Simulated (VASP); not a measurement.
Pt:

```xyz
2
Lattice="0.0000 2.7314 2.7314 2.7314 0.0000 2.7314 2.7314 2.7314 0.0000" Properties=species:S:1:pos:R:3 pbc="T T T"
Pt    0.6829    0.6829    0.6829
Pt    4.7800    4.7800    4.7800
```

| Property | Result |
| --- | --- |
| Program | VASP 6.6.1 |
| Task | relaxation of cell and atoms |
| Functional | r2SCAN |
| Potentials or basis | VASP PAW PBE potentials, release 64 (Pt) |
| Cutoff | 600 eV |
| k mesh | 10 × 10 × 10 |
| Occupations | fermi-dirac, width 0.1 eV |
| Spin | no spin polarisation |

At the start: pressure 26.2 GPa; volume 20.38 Å³/atom.

Problem. Where does the relaxation end?

Solution. Over 5 steps the energy falls by 218.4 meV/atom and the volume is 23.46 Å³/atom (+15.1 %); space group Fd-3m (No. 227, to 0.05 Å).

The path:
| step | energy change (eV) | largest force (eV/Å) | pressure (GPa) | volume (Å³) |
| --- | --- | --- | --- | --- |
| 1 | 0.0000 | 0.0000 | 26.21 | 40.76 |
| 2 | 0.8116 | 0.0000 | -16.87 | 63.76 |
| 3 | -0.4322 | 0.0000 | -1.95 | 47.66 |
| 4 | -0.4366 | 0.0000 | -0.43 | 47.08 |
| 5 | -0.4368 | 0.0000 | 0.01 | 46.92 |

Final structure:
```yaml
crystal:
  lattice:
    - [0.00000, 2.86279, 2.86279]
    - [2.86279, 0.00000, 2.86279]
    - [2.86279, 2.86279, 0.00000]
  atoms:
    - { symbol: Pt, position: [0.12500, 0.12500, 0.12500] }
    - { symbol: Pt, position: [0.87500, 0.87500, 0.87500] }
```

Caveat: the volume moved by over 15 % at a fixed basis, so the end points are rough; the PAW data sets were made with another functional, which shifts forces and pressure a little.
